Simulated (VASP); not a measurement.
Input of a VASP 6.6.1 run:

File INCAR:

```
ALGO = Normal
EDIFF = 1E-6
ENCUT = 520
GGA = PE
ISIF = 2
ISMEAR = 0
LASPH = T
LCHARG = T
LELF = T
LREAL = F
LVHAR = T
LWAVE = F
NBANDS = 18
NELM = 60
PREC = Accurate
SIGMA = 0.15
```

The input KPOINTS:

```
k-points
0
Gamma
  12 12 10
```

Contents of POSCAR:

```
PtSe2
1.0
    3.7240006046      0.0000000000      0.0000000000
   -1.8620003023      3.2250791273      0.0000000000
    0.0000000000      0.0000000000      4.9101400000
Pt Se
1 2
Direct
    0.0000000000      0.0000000000      0.0000000000
    0.3333333333      0.6666666667      0.2500000000
    0.6666666667      0.3333333333      0.7500000000
```

Potentials or basis: VASP PAW PBE potentials, release 64 (Pt, Se).

Command:

```console
$ cat potpaw_PBE.64/Pt/POTCAR potpaw_PBE.64/Se/POTCAR > POTCAR
$ mpirun -np 1 vasp_std > vasp.out
```

**Question.** Predict the pressure.

**Answer.** 10.9 GPa.

**Question.** Predict the band gap on the k mesh.

**Answer.** Zero (band 11 reaches 7.45 eV, above the bottom of band 12 at 6.95 eV).

Stress tensor (GPa, compression positive):
```
11.58  0.00  0.00
 0.00 11.58  0.00
 0.00  0.00  9.64
```

Caveat: the cell differs from its parent crystal (strain +0.000 along x and y, -0.030 along z); spin-orbit coupling is left out, which moves the levels of the heavy elements; forces of over 1 eV/Å act on the atoms, so gaps and moduli don't describe the material at rest.
